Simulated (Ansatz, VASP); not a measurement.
One calculation of Mg, two programs

Contents of INCAR:

```
ALGO = Normal
EDIFF = 1E-7
ENCUT = 520
GGA = PE
ISIF = 2
ISMEAR = 1
LASPH = T
LCHARG = F
LREAL = F
LWAVE = F
NBANDS = 9
NELM = 60
PREC = Accurate
SIGMA = 0.3
```

The input KPOINTS:

```
k-points
0
Gamma
  7 7 4
```

The input POSCAR:

```
Mg
1.0
    3.2093000000      0.0000000000      0.0000000000
   -1.6046500000      2.7793400000      0.0000000000
    0.0000000000      0.0000000000      5.2103000000
Mg
2
Direct
    0.3261400000      0.6596100000      0.2474977101
    0.6633600000      0.3421200000      0.7494500000
```

Input for Ansatz:

```yaml
crystal:
  lattice:
    - [3.2093, 0.0, 0.0]
    - [-1.60465, 2.77934, 0.0]
    - [0.0, 0.0, 5.2103]
  atoms:
    - { symbol: Mg, position: [0.32614, 0.65961, 0.24749771011266147] }
    - { symbol: Mg, position: [0.66336, 0.34212, 0.74945] }
basis:
  ecutwfc: 540.0
  xc_grid: 2
kpoints:
  mp_grid:
    grid: [7, 7, 4]
hamiltonian:
  xc: pbe
scf:
  convergence:
    dr2_threshold: 1.0e-09
  occupations:
    method: cold
    width: 0.3
output:
  forces: true
  stress: true
```

Alike in both runs: task single point; functional PBE; k mesh 7 × 7 × 4; no spin polarisation.

|  | VASP | Ansatz |
| --- | --- | --- |
| version | VASP 6.6.1 | Ansatz 0.2.0 |
| potentials or method | VASP PAW PBE potentials, release 64 (Mg), cutoff 520 eV | plane waves, PAW |
| occupations | methfessel-paxton of order 1, width 0.3 eV | cold, width 0.3 eV |
| valence electrons in the cell | 4 | 20 |

|  | VASP | Ansatz | Ansatz less VASP |
| --- | --- | --- | --- |
| pressure (GPa) | -0.4 | -0.3 | +0.08 |
| traceless stress, the component that is largest in VASP (GPa) | 1.89 | 1.77 | -0.127 |
| rms of the force components (eV/Å) | 0.025 | 0.025 | -0.0003 |

Atom by atom the forces differ by 0.001 eV/Å (rms over components). VASP's potentials hold 4 valence electrons a cell and Ansatz's 20, so a difference there can come from the potentials and not from the codes. Ansatz's warnings: stress scf threshold loose.
